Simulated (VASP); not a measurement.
**CuO: single point with LDA**

Crystal: CuO.

```
CELL_PARAMETERS angstrom
1.99097 -2.15355 0.00000
1.99097 2.15355 0.00000
0.00000 0.00000 5.15593
ATOMIC_POSITIONS crystal
Cu 0.50000 0.00000 0.00000
Cu 0.00000 0.50000 0.50000
O 0.50000 0.50000 0.25000
O 0.50000 0.50000 0.75000
```

```
Program                 : VASP 6.6.1
Task                    : single point
Functional              : LDA
Potentials or basis     : VASP PAW LDA potentials, release 64 (Cu_sv_GW, O)
Cutoff                  : 610 eV
k mesh                  : 5 × 5 × 3
Occupations             : fermi-dirac, width 0.05 eV
Spin                    : no spin polarisation
Dipole correction       : no
k mesh for the DOS      : 8 × 8 × 5
Occupations for the DOS : tetrahedron
Further INCAR settings  : ALGO = Normal; EDIFF = 1e-06
```

* Valence electrons inside the program's atomic spheres: Cu 17.53; O 4.92

Levels at points of the mesh, in eV from the Fermi level:
```tsv
k point	band 23	band 24	band 25	band 26	band 27	band 28
(0.00, 0.00, 0.00)	-2.28	-1.88	0.59	0.78	1.41	6.03
(0.50, 0.00, 0.00)	-1.55	-1.48	0.21	0.46	3.55	5.84
(0.50, 0.50, 0.00)	-1.62	-1.19	-1.13	1.12	2.08	7.11
```

Run time: 55 s on 1 thread of Intel(R) Xeon(R) Platinum 8488C (Sapphire Rapids), on a shared host, peak memory 0.22 GiB.

Caveat: the k points lie up to 0.43 Å⁻¹ apart; semilocal functionals often make such compounds metallic where correlation or magnetic order opens a gap, which also shifts bond lengths.
